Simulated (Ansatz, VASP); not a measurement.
**SrB2 in VASP and in Ansatz**

```
Sr B
1.0
     0.00000    2.65424    2.65424
     2.65424    0.00000    2.65424
     2.65424    2.65424    0.00000
Sr B
1 2
Direct
  0.00000 0.00000 0.00000
  0.25000 0.25000 0.25000
  0.75000 0.75000 0.75000
```

Change from the starting cell: species swapped into the LuH2 type (Fm-3m, No. 225).

Alike in both runs: task relaxation of cell and atoms; functional PBE; k mesh 6 × 6 × 6; occupations gaussian, width 0.1 eV; no spin polarisation.

|  | VASP | Ansatz |
| --- | --- | --- |
| version | VASP 6.6.1 | Ansatz 0.2.0 |
| potentials or method | VASP PAW PBE potentials, release 64 (Sr_sv, B), cutoff 600 eV | scalar-relativistic, plane waves, PAW |
| valence electrons in the cell | 16 | 16 |

|  | VASP | Ansatz | Ansatz less VASP |
| --- | --- | --- | --- |
| gap on the k mesh at the Fermi level, each at its own relaxed structure (eV) | none | none | - |
| relaxed volume (Å³/atom) | 20.97 | 21.02 | +0.055 |
| relaxed cell length with the largest relative difference (Å) | 4.464 | 4.468 | +0.0039 |

A gap of «none» marks a metal or a gap that the smearing closes.

Noted on VASP's run: the volume moved by over 15 % at a fixed basis, so the end points are rough.
